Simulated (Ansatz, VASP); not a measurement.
## One calculation of KBr, two programs

Contents of INCAR:

```
SYSTEM = KBr
PREC     = Accurate       ! precision mode
ENCUT    = 520            ! plane-wave cutoff, eV
EDIFF    = 1E-7           ! SCF threshold, eV
ISMEAR   = 0              ! smearing method
SIGMA    = 0.05           ! smearing width, eV
LREAL    = .False.        ! projectors in reciprocal space
LASPH    = .True.         ! aspherical terms in the spheres
NELM     = 100            ! most SCF steps
ALGO     = Normal         ! electronic algorithm
ISIF     = 2              ! what is computed and relaxed
LWAVE    = .False.        ! write WAVECAR
LCHARG   = .False.        ! write CHGCAR
GGA      = PE             ! functional
NBANDS   = 15             ! bands
```

KPOINTS

```
Automatic mesh
0
Gamma
  6 6 6
  0 0 0
```

The input POSCAR:

```
KBr
1.0
    0.0000000000      3.4571250000      3.2925000000
    3.4571250000      0.0000000000      3.2925000000
    3.4571250000      3.4571250000      0.0000000000
K Br
1 1
Direct
    0.0000000000      0.0000000000      0.0000000000
    0.5000000000      0.5000000000      0.5000000000
```

Input for Ansatz:

```yaml
crystal:
  lattice:
    - [0.0, 3.457125, 3.2925]
    - [3.457125, 0.0, 3.2925]
    - [3.457125, 3.457125, 0.0]
  atoms:
    - { symbol: K, position: [0.0, 0.0, 0.0] }
    - { symbol: Br, position: [0.5, 0.5, 0.5] }
basis:
  ecutwfc: 420
kpoints:
  mp_grid: { grid: [6, 6, 6] }
hamiltonian:
  xc: pbe
scf:
  occupations: { method: gaussian, width: 0.05 }
output:
  forces: true
  stress: true
  eigenvalues: true
```

Change from the starting cell: strain +0.050 along x and y, +0.000 along z, atoms carried along.

Alike in both runs: task single point; functional PBE; k mesh 6 × 6 × 6; occupations gaussian, width 0.05 eV; no spin polarisation.

|  | VASP | Ansatz |
| --- | --- | --- |
| version | VASP 6.6.1 | Ansatz 0.2.0 |
| potentials or method | VASP PAW PBE potentials, release 64 (K_sv, Br), cutoff 520 eV | scalar-relativistic, plane waves, PAW |
| valence electrons in the cell | 16 | 16 |

Ansatz gave:

* gap on the k mesh at the Fermi level (eV): 4.20
* least direct gap on the mesh (eV): 4.20
* pressure (GPa): -0.4
* traceless stress, the component that is largest in VASP (GPa): 0.72

Q: What did VASP give for the same quantities?

A: gap on the k mesh at the Fermi level (eV): 4.20; least direct gap on the mesh (eV): 4.20; pressure (GPa): -0.4; traceless stress, the component that is largest in VASP (GPa): 0.73.
